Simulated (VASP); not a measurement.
# BiPt3 (Pm-3m) in VASP: further runs

BiPt3 is run at these levels: PBE; tasks: single point.

All numbers are computed with VASP 6.6.1; they aren't measurements. Logs are shortened: lines on timing, memory, paths and dates and some standing lists are left out, and cuts for length are marked.

### Step 1. The cell of the first run

Symmetry: Pm-3m, No. 221, cubic system. The conventional cell has a = 4.186 Å, b = 4.186 Å, c = 4.186 Å, α = 90.00°, β = 90.00°, γ = 90.00°. Bi (site symmetry m-3m) has 12 Pt at 2.96 Å within 3.9 Å. Within 3.9 Å of Pt (site symmetry 4/mmm) lie 4 Bi at 2.96 Å and 8 Pt at 2.96 Å.

### Step 2. Single point, PBE

INCAR reads:

```
PREC = Accurate
ENCUT = 520
EDIFF = 1E-6
ISMEAR = 1
SIGMA = 0.1
LREAL = F
LASPH = T
NELM = 60
ALGO = Normal
ISIF = 2
LWAVE = F
LCHARG = F
GGA = PE
NBANDS = 30
```

KPOINTS reads:

```
Automatic mesh
0
Gamma
  5 5 5
```

POSCAR reads:

```
BiPt3
1.0
    4.1864950000      0.0000000000      0.0000000000
    0.0000000000      4.1864950000      0.0000000000
    0.0000000000      0.0000000000      4.1864950000
Bi Pt
1 3
Direct
    0.0000000000      0.0000000000      0.0000000000
    0.0000000000      0.5000000000      0.5000000000
    0.5000000000      0.0000000000      0.5000000000
    0.5000000000      0.5000000000      0.0000000000
```

Potentials or basis: VASP PAW PBE potentials, release 64 (Bi_d, Pt).

The run is started by

```
$ cat potpaw_PBE.64/Bi_d/POTCAR potpaw_PBE.64/Pt/POTCAR > POTCAR
$ mpirun -np 1 vasp_std > vasp.out
```

OUTCAR:

```text
PREC = Accurate
   ENCUT = 520
   EDIFF = 1E-6
   ISMEAR = 1
   LREAL = F
   LASPH = T
   NELM = 60
   ISIF = 2
   GGA = PE

 ion  position               nearest neighbor table
   1  0.000  0.000  0.000-   2 2.96   3 2.96   4 2.96   2 2.96   3 2.96   2 2.96   4 2.96   2 2.96
                             3 2.96   4 2.96   3 2.96   4 2.96
   2  0.000  0.500  0.500-   1 2.96   3 2.96   4 2.96   1 2.96   4 2.96   1 2.96   3 2.96   1 2.96
                             3 2.96   4 2.96   4 2.96   3 2.96
   3  0.500  0.000  0.500-   1 2.96   2 2.96   4 2.96   1 2.96   4 2.96   2 2.96   4 2.96   4 2.96
                             1 2.96   2 2.96   1 2.96   2 2.96
   4  0.500  0.500  0.000-   1 2.96   2 2.96   3 2.96   2 2.96   3 2.96   1 2.96   3 2.96   3 2.96
                             1 2.96   2 2.96   2 2.96   1 2.96

  LATTYP: Found a simple cubic cell.
 ALAT       =     4.1864950000

  Lattice vectors:

 A1 = (   4.1864950000,   0.0000000000,   0.0000000000)
 A2 = (   0.0000000000,   4.1864950000,   0.0000000000)
 A3 = (   0.0000000000,   0.0000000000,   4.1864950000)

Analysis of symmetry for initial positions (statically):
=====================================================================
 Subroutine PRICEL returns:
 Original cell was already a primitive cell.

 Routine SETGRP: Setting up the symmetry group for a
 simple cubic supercell.

 Subroutine GETGRP returns: Found 48 space group operations
 (whereof 48 operations were pure point group operations)
 out of a pool of 48 trial point group operations.

The static configuration has the point symmetry O_h .

Analysis of symmetry for dynamics (positions and initial velocities):
=====================================================================
 Subroutine PRICEL returns:
 Original cell was already a primitive cell.

 Routine SETGRP: Setting up the symmetry group for a
 simple cubic supercell.

 Subroutine GETGRP returns: Found 48 space group operations
 (whereof 48 operations were pure point group operations)
 out of a pool of 48 trial point group operations.

The dynamic configuration has the point symmetry O_h .

 Subroutine INISYM returns: Found 48 space group operations
 (whereof 48 operations are pure point group operations),
 and found     1 'primitive' translations

----------------------------------------------------------------------------------------

                                     Primitive cell

  volume of cell :      73.3756

  direct lattice vectors                    reciprocal lattice vectors
     4.186495000  0.000000000  0.000000000     0.238863297  0.000000000  0.000000000
     0.000000000  4.186495000  0.000000000     0.000000000  0.238863297  0.000000000
     0.000000000  0.000000000  4.186495000     0.000000000  0.000000000  0.238863297

  length of vectors
     4.186495000  4.186495000  4.186495000     0.238863297  0.238863297  0.238863297

  position of ions in fractional coordinates (direct lattice)
     0.000000000  0.000000000  0.000000000
     0.000000000  0.500000000  0.500000000
     0.500000000  0.000000000  0.500000000
     0.500000000  0.500000000  0.000000000

  ion indices of the primitive-cell ions
   primitive index   ion index
                 1           1
                 2           2
                 3           3
                 4           4

----------------------------------------------------------------------------------------

 KPOINTS: Automatic mesh

Automatic generation of k-mesh.
 Grid dimensions read from file:
 generate k-points for:    5    5    5

 Generating k-lattice:

  Cartesian coordinates                     Fractional coordinates (reciprocal lattice)
     0.047772659  0.000000000  0.000000000     0.200000000  0.000000000  0.000000000
     0.000000000  0.047772659  0.000000000     0.000000000  0.200000000  0.000000000
     0.000000000  0.000000000  0.047772659     0.000000000  0.000000000  0.200000000

  Length of vectors
     0.047772659  0.047772659  0.047772659

  Shift w.r.t. Gamma in fractional coordinates (k-lattice)
     0.000000000  0.000000000  0.000000000

 Subroutine IBZKPT returns following result:
 ===========================================

 Found     10 irreducible k-points:

 Following reciprocal coordinates:
            Coordinates               Weight
  0.000000  0.000000  0.000000      1.000000
  0.200000  0.000000  0.000000      6.000000
  0.400000  0.000000  0.000000      6.000000
  0.200000  0.200000  0.000000     12.000000
  0.400000  0.200000  0.000000     24.000000
  0.400000  0.400000  0.000000     12.000000
  0.200000  0.200000  0.200000      8.000000
  0.400000  0.200000  0.200000     24.000000
  0.400000  0.400000  0.200000     24.000000
  0.400000  0.400000  0.400000      8.000000
   k-points           NKPTS =     10   k-points in BZ     NKDIM =     10   number of bands    NBANDS=     30
   number of dos      NEDOS =    301   number of ions     NIONS =      4
   total plane-waves  NPLWV =  32768
   dimension x,y,z NGX =    32 NGY =   32 NGZ =   32
   dimension x,y,z NGXF=    64 NGYF=   64 NGZF=   64
   ions per type =               1   3
   NGX,Y,Z   is equivalent  to a cutoff of  12.71, 12.71, 12.71 a.u.
   NGXF,Y,Z  is equivalent  to a cutoff of  25.41, 25.41, 25.41 a.u.
 SYSTEM =  unknown system
   PREC   = accura    normal or accurate (medium, high low for compatibility)
   ISTART =      0    job   : 0-new  1-cont  2-samecut
   ICHARG =      2    charge: 1-file 2-atom 10-const
   ISPIN  =      1    spin polarized calculation?
   LNONCOLLINEAR =      F non collinear calculations
   LSORBIT =      F    spin-orbit coupling
   LASPH  =      T    aspherical Exc in radial PAW
   ENCUT  =  520.0 eV  38.22 Ry    6.18 a.u.   7.78  7.78  7.78*2*pi/ulx,y,z
   NELM   =     60;   NELMIN=  2; NELMDL= -5     # of ELM steps
   EDIFF  = 0.1E-05   stopping-criterion for ELM
   LREAL  =      F    real-space projection
   EDIFFG = 0.1E-04   stopping-criterion for IOM
   NSW    =      0    number of steps for IOM
   IBRION =     -1    ionic relax: 0-MD 1-quasi-New 2-CG
   NFREE  =      0    steps in history (QN), initial steepest desc. (CG)
   ISIF   =      2    stress and relaxation
   ISYM   =      2    0-nonsym 1-usesym 2-fastsym
   POTIM  = 0.5000    time-step for ionic-motion
   TEBEG  =    0.0;   TEEND  =   0.0 temperature during run
   PSTRESS=    0.0 pullay stress
   NELECT =      45.0000    total number of electrons
   NUPDOWN=      -1.0000    fix difference up-down
   EMIN   =  10.00;   EMAX   =-10.00  energy-range for DOS
   EFERMI =   0.00;   METHOD = LEGACY
   ISMEAR =     1;   SIGMA  =   0.10  broadening in eV -4-tet -1-fermi 0-gaus
   EFERMI_NEDOS =   21; number of points for ismear=-14 and -15
   IALGO  =     38    algorithm
   IMIX   =      4    mixing-type and parameters
     AMIX     =   0.40;   BMIX     =  1.00
     AMIX_MAG =   1.60;   BMIX_MAG =  1.00
  volume/ion in A,a.u.               =      18.34       123.79
  Fermi-wavevector in a.u.,A,eV,Ry     =   1.390897  2.628415 26.321770  1.934596
  Thomas-Fermi vector in A             =   2.514788
   LORBIT       =      0    0 simple, 1 ext, 2 COOP (PROOUT), +10 PAW based schemes
   GGA     = PE    functional components
   LHFCALC =     F    Hartree Fock is set to
   AEXX    =    0.0000 exact exchange contribution
   IVDW    =     0    specifies the selected vdW correction
   LEPSILON=     F    determine dielectric tensor
   LRPA    =     F    only Hartree local field effects (RPA)
 non-spin polarized calculation
 Methfessel and Paxton  Order N= 1 SIGMA  =   0.10
  energy-cutoff  :      520.00
  volume of cell :       73.38
 maximum number of plane-waves:      1993
 NGX is ok and might be reduce to    32
   NGX = 15   NGY = 15   NGZ = 15

 number of electron      45.0000002 magnetization

 Free energy of the ion-electron system (eV)
  ---------------------------------------------------
  ext. energy  EPLUGINS =         0.00000000
  ---------------------------------------------------
  free energy    TOTEN  =       -22.05571003 eV

  energy without entropy =      -22.05261111  energy(sigma->0) =      -22.05467706

 E-fermi :  10.3203     XC(G=0): -12.5071

 val. band max:       10.2586407629   @ k =   0.4000   0.0000   0.0000
 cond. band min:      10.3457880300   @ k =   0.4000   0.2000   0.2000
 fundamental gap:      0.0871472671
 Fermi energy:        10.3202754432

 k-point     1 :       0.0000    0.0000    0.0000
  band No.  band energies     occupation
      1     -12.9379      2.00000
      2     -12.9379      2.00000
      3     -12.9226      2.00000
      4     -12.9226      2.00000
      5     -12.9226      2.00000
      6      -2.8607      2.00000
[... 22 lines left out ...]
     29      17.0710      0.00000
     30      17.0710      0.00000

 k-point     2 :       0.2000    0.0000    0.0000
  band No.  band energies     occupation
      1     -12.9348      2.00000
      2     -12.9271      2.00000
      3     -12.9221      2.00000
      4     -12.9203      2.00000
      5     -12.9203      2.00000
      6      -2.5692      2.00000
[... 22 lines left out ...]
     29      17.0099      0.00000
     30      18.1082      0.00000

 k-point     3 :       0.4000    0.0000    0.0000
  band No.  band energies     occupation
      1     -12.9298      2.00000
      2     -12.9213      2.00000
      3     -12.9164      2.00000
      4     -12.9164      2.00000
      5     -12.9096      2.00000
      6      -1.9472      2.00000
[... 22 lines left out ...]
     29      16.6617      0.00000
     30      17.0830      0.00000

 k-point     4 :       0.2000    0.2000    0.0000
  band No.  band energies     occupation
      1     -12.9300      2.00000
      2     -12.9203      2.00000
      3     -12.9202      2.00000
      4     -12.9197      2.00000
      5     -12.9196      2.00000
      6      -2.3062      2.00000
[... 154 lines left out ...]
     29      18.2457      0.00000
     30      18.9642      0.00000

 k-point     9 :       0.4000    0.4000    0.2000
  band No.  band energies     occupation
      1     -12.9313      2.00000
      2     -12.9224      2.00000
      3     -12.9222      2.00000
      4     -12.9096      2.00000
      5     -12.8938      2.00000
      6      -1.4090      2.00000
[... 22 lines left out ...]
     29      17.5700      0.00000
     30      20.0415      0.00000

 k-point    10 :       0.4000    0.4000    0.4000
  band No.  band energies     occupation
      1     -12.9319      2.00000
      2     -12.9319      2.00000
      3     -12.9316      2.00000
      4     -12.8959      2.00000
      5     -12.8959      2.00000
      6      -1.4063      2.00000
[... 22 lines left out ...]
     29      20.8125      0.00000
     30      20.8771      0.00000

------------------------ aborting loop because EDIFF is reached ----------------------------------------

  FORCE on cell =-STRESS in cart. coord.  units (eV):
  Direction    XX          YY          ZZ          XY          YZ          ZX
  --------------------------------------------------------------------------------------
  -------------------------------------------------------------------------------------
  Total       -0.6229736     -0.6229736     -0.6229736     -0.0000000     -0.0000000      0.0000000
  in kB      -13.6028053    -13.6028053    -13.6028053     -0.0000000     -0.0000000      0.0000000
  external PRESSURE =     -13.6028053 kB  Pullay stress =       0.0000000 kB

 VOLUME and BASIS-vectors are now :
 -----------------------------------------------------------------------------
  energy-cutoff  :      520.00
  volume of cell :       73.38
      direct lattice vectors                 reciprocal lattice vectors
     4.186495000  0.000000000  0.000000000     0.238863297  0.000000000  0.000000000
     0.000000000  4.186495000  0.000000000     0.000000000  0.238863297  0.000000000
     0.000000000  0.000000000  4.186495000     0.000000000  0.000000000  0.238863297

 POSITION                                       TOTAL-FORCE (eV/Angst)
 -----------------------------------------------------------------------------------
      0.00000      0.00000      0.00000         0.000000      0.000000      0.000000
      0.00000      2.09325      2.09325         0.000000      0.000000      0.000000
      2.09325      0.00000      2.09325         0.000000      0.000000      0.000000
      2.09325      2.09325      0.00000         0.000000      0.000000      0.000000
 -----------------------------------------------------------------------------------
    total drift:                                0.000000     -0.000000     -0.000000

  FREE ENERGIE OF THE ION-ELECTRON SYSTEM (eV)
  ---------------------------------------------------
  free  energy   TOTEN  =       -22.0557100282 eV

  energy  without entropy=      -22.0526111144  energy(sigma->0) =      -22.05467706
```

Wall time 11 s (1 thread of Intel Xeon Platinum 8559C (Emerald Rapids), shared host); peak memory 0.18 GiB.

Results:

```yaml
Free_energy: -22.0557 eV
Pressure: -1.4 GPa
```

Caveat: spin-orbit coupling is left out, which moves the levels of the heavy elements.

(Part 1 of 2 ends here.)
